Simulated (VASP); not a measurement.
# Li7Cl8 (a cell with a defect) in VASP: further runs

Li7Cl8 (a cell with a defect) is run at these levels: PBE; tasks: single point.

All numbers are computed with VASP 6.6.1; they aren't measurements. Logs are shortened: lines on timing, memory, paths and dates and some standing lists are left out, and cuts for length are marked.

## Step 1: The cell of the first run

The cell holds a defect, 15 atoms: a = 7.217 Å, b = 7.217 Å, c = 7.217 Å, α = 60.00°, β = 60.00°, γ = 60.00°.

## Step 2: Single point, PBE

Contents of INCAR:

```
SYSTEM = Li7Cl8
ALGO     = Normal         ! electronic algorithm
EDIFF    = 1E-6           ! SCF threshold, eV
ENCUT    = 520            ! plane-wave cutoff, eV
GGA      = PE             ! functional
ISIF     = 2              ! what is computed and relaxed
ISMEAR   = 1              ! smearing method
LASPH    = .True.         ! aspherical terms in the spheres
LCHARG   = .False.        ! write CHGCAR
LREAL    = Auto         
LWAVE    = .False.        ! write WAVECAR
NBANDS   = 52             ! bands
NELM     = 60             ! most SCF steps
PREC     = Accurate       ! precision mode
SIGMA    = 0.15           ! smearing width, eV
```

Contents of KPOINTS:

```
k-points
0
Gamma
  3 3 3
  0 0 0
```

Contents of POSCAR:

```
Li7Cl8
1.0
    0.0000000000      5.1028676200      5.1028676200
    5.1028676200      0.0000000000      5.1028676200
    5.1028676200      5.1028676200      0.0000000000
Li Cl
7 8
Direct
    0.0002771971     -0.0779750779      0.0001913630
    0.0053122091      0.0087232324      0.4820451329
   -0.0049333045      0.4958247379      0.5180922173
    0.4821002979      0.0087879999      0.0052456779
    0.5001995329      0.0051169268      0.5002048240
    0.5182783872      0.4958059249     -0.0050091443
    0.5002589113      0.4900033052      0.5001174222
    0.2517733352      0.2548708093      0.2517523666
    0.2575813440      0.2507551822      0.7427185618
    0.2409612774      0.7546105027      0.2408403650
    0.2689343722      0.7450141338      0.7313682772
    0.7427583434      0.2507518508      0.2575948658
    0.7594555236      0.2361097896      0.7594331832
    0.7314353963      0.7450593045      0.2689274154
    0.7486144624      0.7580999132      0.7485584155
```

Potentials or basis: VASP PAW PBE potentials, release 64 (Li_sv, Cl).

The run is started by

```
$ cat potpaw_PBE.64/Li_sv/POTCAR potpaw_PBE.64/Cl/POTCAR > POTCAR
$ mpirun -np 1 vasp_std > vasp.out
```

OUTCAR:

```text
SYSTEM = Li7Cl8
   EDIFF = 1E-6
   ENCUT = 520
   GGA = PE
   ISIF = 2
   ISMEAR = 1
   LASPH = .True.
   LREAL = Auto
   NELM = 60
   PREC = Accurate

 ion  position               nearest neighbor table
   1  0.000  0.922  0.000-  14 2.32  11 2.32  10 2.51  13 2.51
   2  0.005  0.009  0.482-  12 2.49   8 2.52  10 2.53  13 2.58  15 2.59  11 2.62
   3  0.995  0.496  0.518-   9 2.49  15 2.52  13 2.53  10 2.58   8 2.59  14 2.62
   4  0.482  0.009  0.005-   9 2.49   8 2.52  10 2.53  13 2.58  15 2.59  14 2.62
   5  0.500  0.005  0.500-   9 2.49  12 2.49  14 2.51  11 2.51  15 2.53   8 2.54
   6  0.518  0.496  0.995-  12 2.49  15 2.52  13 2.53  10 2.58   8 2.59  11 2.62
   7  0.500  0.490  0.500-  12 2.46   9 2.46  14 2.48  11 2.48
   8  0.252  0.255  0.252-   4 2.52   2 2.52   5 2.54   3 2.59   6 2.59
   9  0.258  0.251  0.743-   7 2.46   4 2.49   3 2.49   5 2.49
  10  0.241  0.755  0.241-   1 2.51   2 2.53   4 2.53   6 2.58   3 2.58
  11  0.269  0.745  0.731-   1 2.32   7 2.48   5 2.51   2 2.62   6 2.62
  12  0.743  0.251  0.258-   7 2.46   2 2.49   6 2.49   5 2.49
  13  0.759  0.236  0.759-   1 2.51   6 2.53   3 2.53   4 2.58   2 2.58
  14  0.731  0.745  0.269-   1 2.32   7 2.48   5 2.51   3 2.62   4 2.62
  15  0.749  0.758  0.749-   6 2.52   3 2.52   5 2.53   2 2.59   4 2.59

  LATTYP: Found a face centered cubic cell.
 ALAT       =    10.2057352400

  Lattice vectors:

 A1 = (   0.0000000000,   5.1028676200,   5.1028676200)
 A2 = (   5.1028676200,   0.0000000000,   5.1028676200)
 A3 = (   5.1028676200,   5.1028676200,   0.0000000000)

Analysis of symmetry for initial positions (statically):
=====================================================================
 Subroutine PRICEL returns:
 Original cell was already a primitive cell.

 Routine SETGRP: Setting up the symmetry group for a
 face centered cubic supercell.

 Subroutine GETGRP returns: Found  1 space group operations
 (whereof  1 operations were pure point group operations)
 out of a pool of 48 trial point group operations.

The static configuration has the point symmetry C_1 .

Analysis of symmetry for dynamics (positions and initial velocities):
=====================================================================
 Subroutine PRICEL returns:
 Original cell was already a primitive cell.

 Routine SETGRP: Setting up the symmetry group for a
 face centered cubic supercell.

 Subroutine GETGRP returns: Found  1 space group operations
 (whereof  1 operations were pure point group operations)
 out of a pool of 48 trial point group operations.

The dynamic configuration has the point symmetry C_1 .

 Subroutine INISYM returns: Found  1 space group operations
 (whereof  1 operations are pure point group operations),
 and found     1 'primitive' translations

----------------------------------------------------------------------------------------

                                     Primitive cell

  volume of cell :     265.7498

  direct lattice vectors                    reciprocal lattice vectors
     0.000000000  5.102867620  5.102867620    -0.097984121  0.097984121  0.097984121
     5.102867620  0.000000000  5.102867620     0.097984121 -0.097984121  0.097984121
     5.102867620  5.102867620  0.000000000     0.097984121  0.097984121 -0.097984121

  length of vectors
     7.216544595  7.216544595  7.216544595     0.169713476  0.169713476  0.169713476

  position of ions in fractional coordinates (direct lattice)
     0.000277197  0.922024922  0.000191363
     0.005312209  0.008723232  0.482045133
     0.995066696  0.495824738  0.518092217
     0.482100298  0.008788000  0.005245678
     0.500199533  0.005116927  0.500204824
     0.518278387  0.495805925  0.994990856
     0.500258911  0.490003305  0.500117422
     0.251773335  0.254870809  0.251752367
     0.257581344  0.250755182  0.742718562
     0.240961277  0.754610503  0.240840365
[... 35 lines left out ...]
    -0.032661374  0.032661374  0.032661374     0.333333333  0.000000000  0.000000000
     0.032661374 -0.032661374  0.032661374     0.000000000  0.333333333  0.000000000
     0.032661374  0.032661374 -0.032661374     0.000000000  0.000000000  0.333333333

  Length of vectors
     0.056571159  0.056571159  0.056571159

  Shift w.r.t. Gamma in fractional coordinates (k-lattice)
     0.000000000  0.000000000  0.000000000

 Subroutine IBZKPT returns following result:
 ===========================================

 Found     14 irreducible k-points:

 Following reciprocal coordinates:
            Coordinates               Weight
  0.000000  0.000000  0.000000      1.000000
  0.333333  0.000000  0.000000      2.000000
  0.000000  0.333333  0.000000      2.000000
  0.000000  0.000000  0.333333      2.000000
  0.333333  0.333333  0.333333      2.000000
  0.333333  0.333333  0.000000      2.000000
  0.000000  0.333333  0.333333      2.000000
  0.333333  0.000000  0.333333      2.000000
 -0.333333  0.333333  0.000000      2.000000
  0.000000 -0.333333  0.333333      2.000000
  0.333333  0.000000 -0.333333      2.000000
  0.333333  0.333333 -0.333333      2.000000
 -0.333333  0.333333 -0.333333      2.000000
  0.333333 -0.333333 -0.333333      2.000000
   k-points           NKPTS =     14   k-points in BZ     NKDIM =     14   number of bands    NBANDS=     52
   number of dos      NEDOS =    301   number of ions     NIONS =     15
   total plane-waves  NPLWV = 157464
   dimension x,y,z NGX =    54 NGY =   54 NGZ =   54
   dimension x,y,z NGXF=   108 NGYF=  108 NGZF=  108
   ions per type =               7   8
   NGX,Y,Z   is equivalent  to a cutoff of  12.44, 12.44, 12.44 a.u.
   NGXF,Y,Z  is equivalent  to a cutoff of  24.88, 24.88, 24.88 a.u.
 SYSTEM =  Li7Cl8
   PREC   = accura    normal or accurate (medium, high low for compatibility)
   ISTART =      0    job   : 0-new  1-cont  2-samecut
   ICHARG =      2    charge: 1-file 2-atom 10-const
   ISPIN  =      1    spin polarized calculation?
   LNONCOLLINEAR =      F non collinear calculations
   LSORBIT =      F    spin-orbit coupling
   LASPH  =      T    aspherical Exc in radial PAW
   ENCUT  =  520.0 eV  38.22 Ry    6.18 a.u.  13.42 13.42 13.42*2*pi/ulx,y,z
   NELM   =     60;   NELMIN=  2; NELMDL= -5     # of ELM steps
   EDIFF  = 0.1E-05   stopping-criterion for ELM
   LREAL  =      T    real-space projection
   EDIFFG = 0.1E-04   stopping-criterion for IOM
   NSW    =      0    number of steps for IOM
   IBRION =     -1    ionic relax: 0-MD 1-quasi-New 2-CG
   NFREE  =      0    steps in history (QN), initial steepest desc. (CG)
   ISIF   =      2    stress and relaxation
   ISYM   =      2    0-nonsym 1-usesym 2-fastsym
   POTIM  = 0.5000    time-step for ionic-motion
   TEBEG  =    0.0;   TEEND  =   0.0 temperature during run
   PSTRESS=    0.0 pullay stress
   NELECT =      77.0000    total number of electrons
   NUPDOWN=      -1.0000    fix difference up-down
   EMIN   =  10.00;   EMAX   =-10.00  energy-range for DOS
   EFERMI =   0.00;   METHOD = LEGACY
   ISMEAR =     1;   SIGMA  =   0.15  broadening in eV -4-tet -1-fermi 0-gaus
   EFERMI_NEDOS =   21; number of points for ismear=-14 and -15
   IALGO  =     38    algorithm
   IMIX   =      4    mixing-type and parameters
     AMIX     =   0.40;   BMIX     =  1.00
     AMIX_MAG =   1.60;   BMIX_MAG =  1.00
  volume/ion in A,a.u.               =      17.72       119.56
  Fermi-wavevector in a.u.,A,eV,Ry     =   1.083297  2.047134 15.966870  1.173532
  Thomas-Fermi vector in A             =   2.219359
   LORBIT       =      0    0 simple, 1 ext, 2 COOP (PROOUT), +10 PAW based schemes
   GGA     = PE    functional components
   LHFCALC =     F    Hartree Fock is set to
   AEXX    =    0.0000 exact exchange contribution
   IVDW    =     0    specifies the selected vdW correction
   LEPSILON=     F    determine dielectric tensor
   LRPA    =     F    only Hartree local field effects (RPA)
 non-spin polarized calculation
 Methfessel and Paxton  Order N= 1 SIGMA  =   0.15
  energy-cutoff  :      520.00
  volume of cell :      265.75
 maximum number of plane-waves:      7239
 NGX is ok and might be reduce to    54
   NGX = 27   NGY = 27   NGZ = 27

 number of electron      76.9999993 magnetization

 Free energy of the ion-electron system (eV)
  ---------------------------------------------------
  ext. energy  EPLUGINS =         0.00000000
  ---------------------------------------------------
  free energy    TOTEN  =       -52.32108544 eV

  energy without entropy =      -52.28723315  energy(sigma->0) =      -52.30980134

 E-fermi :   0.3387     XC(G=0):  -8.6218

 val. band max:        0.3248978791   @ k =  -0.3333   0.3333  -0.3333
 cond. band min:       0.3502530097   @ k =   0.0000   0.0000   0.0000
 fundamental gap:      0.0253551307
 Fermi energy:         0.3387302787

 k-point     1 :       0.0000    0.0000    0.0000
  band No.  band energies     occupation
      1     -43.2151      2.00000
      2     -43.2140      2.00000
      3     -43.2138      2.00000
      4     -43.2131      2.00000
      5     -43.1390      2.00000
      6     -43.0823      2.00000
[... 731 lines left out ...]
     49       9.8932      0.00000
     50       9.9866      0.00000
 [bands above 50 left out]

------------------------ aborting loop because EDIFF is reached ----------------------------------------

  FORCE on cell =-STRESS in cart. coord.  units (eV):
  Direction    XX          YY          ZZ          XY          YZ          ZX
  --------------------------------------------------------------------------------------
  -------------------------------------------------------------------------------------
  Total        1.6344037      0.6292947      1.6329281      0.0012095      0.0007355     -0.3473147
  in kB        9.8536477      3.7939516      9.8447511      0.0072917      0.0044342     -2.0939237
  external PRESSURE =       7.8307835 kB  Pullay stress =       0.0000000 kB

 VOLUME and BASIS-vectors are now :
 -----------------------------------------------------------------------------
  energy-cutoff  :      520.00
  volume of cell :      265.75
      direct lattice vectors                 reciprocal lattice vectors
     0.000000000  5.102867620  5.102867620    -0.097984121  0.097984121  0.097984121
     5.102867620  0.000000000  5.102867620     0.097984121 -0.097984121  0.097984121
     5.102867620  5.102867620  0.000000000     0.097984121  0.097984121 -0.097984121

 POSITION                                       TOTAL-FORCE (eV/Angst)
 -----------------------------------------------------------------------------------
      4.70595      0.00239      4.70639         0.194217     -0.000918      0.194584
      2.50433      2.48692      0.07162         0.016223      0.021354     -0.030734
      5.17388      7.72145      7.60782        -0.030339     -0.019964      0.015813
      0.07161      2.48686      2.50494        -0.030743      0.021181      0.016171
      2.57859      5.10493      2.57856        -0.023799     -0.000154     -0.023543
      7.60734      7.72201      5.17474         0.015953     -0.020408     -0.030635
      5.05245      5.10479      5.05318         0.019415     -0.000805      0.018268
      2.58523      2.56942      2.58534        -0.048199      0.021799     -0.047897
      5.06956      5.10440      2.59397        -0.023235      0.000214     -0.049436
      5.07965      2.45857      5.08027         0.012694      0.026432      0.012301
      7.53378      5.10441      5.17404         0.033040      0.000244     -0.048675
      2.59403      5.10467      5.06975        -0.049955     -0.000164     -0.023149
      5.08012      7.75069      5.08024         0.011977     -0.026630      0.012097
      5.17424      5.10472      7.53436        -0.049227     -0.000227      0.032768
      7.68828      7.63988      7.68856        -0.048023     -0.021955     -0.047933
 -----------------------------------------------------------------------------------
    total drift:                               -0.000139     -0.000471     -0.000711

  FREE ENERGIE OF THE ION-ELECTRON SYSTEM (eV)
  ---------------------------------------------------
  free  energy   TOTEN  =       -52.3210854365 eV

  energy  without entropy=      -52.2872331463  energy(sigma->0) =      -52.30980134
```

Wall time 5.6 min (1 thread of Intel Xeon Platinum 8488C (Sapphire Rapids), shared host); peak memory 0.42 GiB.

Results:

```yaml
Free_energy: -52.3211 eV
Largest_force: 0.275 eV/Å
Band_gap_on_the_k_mesh: zero (an odd number of electrons rules out a gap without spin polarisation)
```

Forces on the atoms (eV/Å):
```
Li   0.194 -0.001  0.195
Li   0.016  0.021 -0.031
Li  -0.030 -0.020  0.016
Li  -0.031  0.021  0.016
Li  -0.024  0.000 -0.024
Li   0.016 -0.020 -0.031
Li   0.019 -0.001  0.018
Cl  -0.048  0.022 -0.048
Cl  -0.023  0.000 -0.049
Cl   0.013  0.026  0.012
Cl   0.033  0.000 -0.049
Cl  -0.050  0.000 -0.023
Cl   0.012 -0.027  0.012
Cl  -0.049  0.000  0.033
Cl  -0.048 -0.022 -0.048
```

Levels at points of the mesh, in eV from the Fermi level:
```
           k point  band 36  band 37  band 38  band 39  band 40  band 41  band 42  band 43
(0.00, 0.00, 0.00)    -0.05     0.01     0.03     0.04     6.53     6.76     7.08     7.14
```

Caveat: the cutoff is under 1.25 times the usual one of these potentials, so pressure, stress and relaxed cells hold a basis-set (Pulay) error; an odd number of electrons without spin polarisation forces a metal; a magnetic or distorted state may lie lower.

[end of part 1 of 2]
